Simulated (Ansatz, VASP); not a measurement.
Two plane-wave programs on Sb

INCAR

```
  PREC = Accurate
  ENCUT = 520
  EDIFF = 1E-6
  ISMEAR = 0
  SIGMA = 0.1
  LREAL = False
  LASPH = True
  NELM = 60
  ALGO = Normal
  ISIF = 2
  LWAVE = False
  LCHARG = False
  GGA = CA
  NBANDS = 8
```

File KPOINTS:

```
regular mesh
0
Gamma
  6 6 6
```

POSCAR

```
Sb
1.0
    3.0833436100      0.0000000000      0.0000000000
    0.0000000000      3.0833436100      0.0000000000
    0.0000000000      0.0000000000      3.0833436100
Sb
1
Direct
    0.0000000000      0.0000000000      0.0000000000
```

Input for Ansatz:

```yaml
crystal:
  lattice:
    - [3.08334361, 0.0, 0.0]
    - [0.0, 3.08334361, 0.0]
    - [0.0, 0.0, 3.08334361]
  atoms:
    - { symbol: Sb, position: [0.0, 0.0, 0.0] }
basis:
  ecutwfc: 420
kpoints:
  mp_grid: { grid: [6, 6, 6] }
hamiltonian:
  xc: lda
  pseudopotentials: { kind: paw, azcp: { folder: soft_1 } }
scf:
  occupations: { method: gaussian, width: 0.1 }
output:
  forces: true
  stress: true
  eigenvalues: true
```

Alike in both runs: task single point; functional LDA; k mesh 6 × 6 × 6; occupations gaussian, width 0.1 eV; no spin polarisation.

|  | VASP | Ansatz |
| --- | --- | --- |
| version | VASP 6.6.1 | Ansatz 0.2.0 |
| potentials or method | VASP PAW LDA potentials, release 64 (Sb), cutoff 520 eV | scalar-relativistic, plane waves, PAW |
| valence electrons in the cell | 5 | 15 |

```csv
,VASP,Ansatz,Ansatz less VASP
gap on the k mesh at the Fermi level (eV),none,none,-
pressure (GPa),-1.8,-1.8,-0.05
```

Ansatz warns that its potentials were made for another functional, while VASP's fit it. LDA's correlation is that of Perdew and Zunger in VASP and of Perdew and Wang (1992) in Ansatz. A gap of «none» marks a metal or a gap that the smearing closes. VASP's potentials hold 5 valence electrons a cell and Ansatz's 15, so a difference there can come from the potentials and not from the codes.

Spin-orbit coupling is off throughout.
